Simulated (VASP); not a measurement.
Write the native input for VASP 6.6.1 that does the following.

- Task: single point
- Functional: r2SCAN
- Potentials or basis: VASP PAW PBE potentials, release 64 (C, Ba_sv)
- Cutoff: 520 eV
- k mesh: 6 × 6 × 6
- Occupations: fermi-dirac, width 0.02 eV
- Spin: no spin polarisation
- Dipole correction: no
- Further INCAR settings: ALGO = Normal; EDIFF = 1e-07; NBANDS = 19

Crystal: Ba2C.

```
CELL_PARAMETERS angstrom
0.00000 3.50665 3.57398
3.50665 0.00000 3.57398
3.50665 3.50665 0.00000
ATOMIC_POSITIONS crystal
C 0.00000 0.00000 0.00000
Ba 0.25000 0.25000 0.25000
Ba 0.75000 0.75000 0.75000
```

This cell differs from its parent crystal: uniaxial z strain +1.9%.

One way to write it, as run:

POSCAR

```
Ba2C
1.0
    0.0000000000      3.5066490218      3.5739766830
    3.5066490218      0.0000000000      3.5739766830
    3.5066490218      3.5066490218      0.0000000000
C Ba
1 2
Direct
    0.0000000000      0.0000000000      0.0000000000
    0.2500000000      0.2500000000      0.2500000000
    0.7500000000      0.7500000000      0.7500000000
```

INCAR.step1

```
SYSTEM = Ba2C
PREC = Accurate
ENCUT = 520
ISMEAR = -1
SIGMA = 0.02
LREAL = .FALSE.
LASPH = .TRUE.
NELM = 100
NBANDS = 19
GGA = PE
ALGO = Normal
EDIFF = 1E-4
LWAVE = .TRUE.
LCHARG = .FALSE.
```

INCAR.step2

```
SYSTEM = Ba2C
PREC = Accurate
ENCUT = 520
EDIFF = 1E-7
ISMEAR = -1
SIGMA = 0.02
LREAL = .FALSE.
LASPH = .TRUE.
NELM = 100
ALGO = Normal
ISIF = 2
LWAVE = .FALSE.
LCHARG = .FALSE.
METAGGA = R2SCAN
LMIXTAU = .TRUE.
NBANDS = 19
ISTART = 1
```

KPOINTS

```
Automatic mesh
0
G
  6 6 6
  0 0 0
```

Potentials or basis: VASP PAW PBE potentials, release 64 (C, Ba_sv).

The run is started by

```bash
$ cat potpaw_PBE.64/C/POTCAR potpaw_PBE.64/Ba_sv/POTCAR > POTCAR
$ cp INCAR.step1 INCAR
$ mpirun -np 1 vasp_std > vasp.out
$ cp INCAR.step2 INCAR
$ mpirun -np 1 vasp_std > vasp.out
```

Results of the run:

```json
{
 "Pressure": "0.6 GPa",
 "Band gap on the k mesh": "zero (filled and empty bands overlap)"
}
```

Caveat: the cell differs from its parent crystal (uniaxial z strain +1.9%); the structure was generated, so it needn't be the stable form of Ba2C; the PAW data sets were made with another functional, which shifts forces and pressure a little; spin-orbit coupling is left out, which moves the levels of the heavy elements.

Wall time 3.4 min on 1 thread of Intel(R) Xeon(R) Platinum 8259CL CPU @ 2.50GHz (Skylake/Cascade Lake), on a shared host, peak memory 0.27 GiB.
